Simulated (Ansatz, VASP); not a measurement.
**One calculation of Na, two programs**

INCAR

```
SYSTEM = Na
  PREC = Accurate
  ENCUT = 600
  EDIFF = 1E-7
  ISMEAR = 0
  SIGMA = 0.1
  LREAL = .FALSE.
  LASPH = .TRUE.
  NELM = 60
  ALGO = Fast
  ISIF = 3
  LWAVE = .FALSE.
  LCHARG = .FALSE.
  GGA = PE
  IVDW = 12
  IBRION = 2
  NSW = 80
  EDIFFG = -0.01
```

File KPOINTS:

```
Automatic mesh
0
G
  12 12 4
  0 0 0
```

The input POSCAR:

```
Na
1.0
    3.5213208989      0.0000000000      0.0000000000
   -1.7606604495      3.0495533533      0.0000000000
    0.0000000000      0.0000000000     11.5821621851
Na
4
Direct
    0.0000000000      0.0000000000      0.0000000000
    0.3333333333      0.6666666667      0.2500000000
    0.0000000000      0.0000000000      0.5000000000
    0.6666666667      0.3333333333      0.7500000000
```

Input for Ansatz:

```yaml
crystal:
  lattice:
    - [3.5213208989, 0.0, 0.0]
    - [-1.7606604495, 3.0495533533, 0.0]
    - [0.0, 0.0, 11.5821621851]
  atoms:
    - { symbol: Na, position: [0.0, 0.0, 0.0] }
    - { symbol: Na, position: [0.3333333333, 0.6666666667, 0.25] }
    - { symbol: Na, position: [0.0, 0.0, 0.5] }
    - { symbol: Na, position: [0.6666666667, 0.3333333333, 0.75] }
basis:
  ecutwfc: 420
kpoints:
  mp_grid: { grid: [12, 12, 4] }
hamiltonian:
  xc: pbe
  dispersion: d3bj
scf:
  occupations: { method: gaussian, width: 0.1 }
output:
  forces: true
  stress: true
  eigenvalues: true
relax:
  adjacent_minimum: "off"
  f_tol: 0.01
  max_steps: 60
  cell: { stress_tol: 0.1 }
```

Alike in both runs: task relaxation of cell and atoms; functional PBE; dispersion D3(BJ); k mesh 12 × 12 × 4; occupations gaussian, width 0.1 eV; no spin polarisation.

|  | VASP | Ansatz |
| --- | --- | --- |
| version | VASP 6.6.1 | Ansatz 0.2.0 |
| potentials or method | VASP PAW PBE potentials, release 64 (Na_pv), cutoff 600 eV | scalar-relativistic, plane waves, PAW |
| valence electrons in the cell | 28 | 36 |

Ansatz gave:

```
gap on the k mesh at the Fermi level, each at its own relaxed structure (eV) : none
relaxed volume (Å³/atom)                                                     : 33.76
relaxed cell length with the largest relative difference (Å)                 : 3.633
```

Problem. Which values does VASP return?

Solution. gap on the k mesh at the Fermi level, each at its own relaxed structure (eV): none; relaxed volume (Å³/atom): 34.07; relaxed cell length with the largest relative difference (Å): 3.645.

A gap of «none» marks a metal or a gap that the smearing closes. VASP's potentials hold 28 valence electrons a cell and Ansatz's 36, so a difference there can come from the potentials and not from the codes.
